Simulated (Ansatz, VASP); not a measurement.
Al2O: VASP beside Ansatz

Contents of INCAR:

```
  ALGO = Normal
  EDIFF = 1E-6
  ENCUT = 520
  GGA = PE
  ISIF = 2
  ISMEAR = 0
  ISPIN = 2
  LASPH = True
  LCHARG = False
  LORBIT = 11
  LREAL = False
  LWAVE = False
  MAGMOM = 0 0 1
  NBANDS = 17
  NELM = 150
  PREC = Accurate
  SIGMA = 0.1
```

The input KPOINTS:

```
k-points
0
Gamma
  6 6 6
```

File POSCAR:

```
Al2O
1.0
    0.0000000000      2.9662501035      3.1295572198
    2.5008082155      0.0000000000      3.1295572198
    2.5008082155      2.9662501035      0.0000000000
Al O
2 1
Direct
    0.5000000000      0.0000000000      0.5000000000
    0.0000000000      0.5000000000      0.0000000000
    0.0000000000      0.0000000000      0.0000000000
```

Input for Ansatz:

```yaml
crystal:
  lattice:
    - [0.0, 2.9662501035, 3.1295572198]
    - [2.5008082155, 0.0, 3.1295572198]
    - [2.5008082155, 2.9662501035, 0.0]
  atoms:
    - { symbol: Al, position: [0.5, 0.0, 0.5] }
    - { symbol: Al, position: [0.0, 0.5, 0.0] }
    - { symbol: O, position: [0.0, 0.0, 0.0], spin: 1.0 }
basis:
  ecutwfc: 420
kpoints:
  mp_grid: { grid: [6, 6, 6] }
hamiltonian:
  xc: pbe
scf:
  occupations: { method: gaussian, width: 0.1 }
  lower_state_search: "off"
output:
  forces: true
  stress: true
  eigenvalues: true
  populations: true
magnetization:
  spin_polarized: true
```

Alike in both runs: task single point; functional PBE; k mesh 6 × 6 × 6; occupations gaussian, width 0.1 eV; collinear spin.

|  | VASP | Ansatz |
| --- | --- | --- |
| version | VASP 6.6.1 | Ansatz 0.2.0 |
| potentials or method | VASP PAW PBE potentials, release 64 (Al, O), cutoff 520 eV | scalar-relativistic, plane waves, PAW |
| valence electrons in the cell | 12 | 12 |

Ansatz gave:

| Property | Result |
| --- | --- |
| gap on the k mesh at the Fermi level (eV) | none |
| pressure (GPa) | 0.1 |
| traceless stress, the component that is largest in VASP (GPa) | 0.02 |
| net moment per atom (μB) | 0.00 |

Estimate VASP's values.

gap on the k mesh at the Fermi level (eV): none; pressure (GPa): 0.0; traceless stress, the component that is largest in VASP (GPa): 0.09; net moment per atom (μB): 0.00.

A gap of «none» marks a metal or a gap that the smearing closes. With one functional, cell and mesh, what is left measures potentials, basis and numerics. Ansatz's warnings: seeded moment not kept.
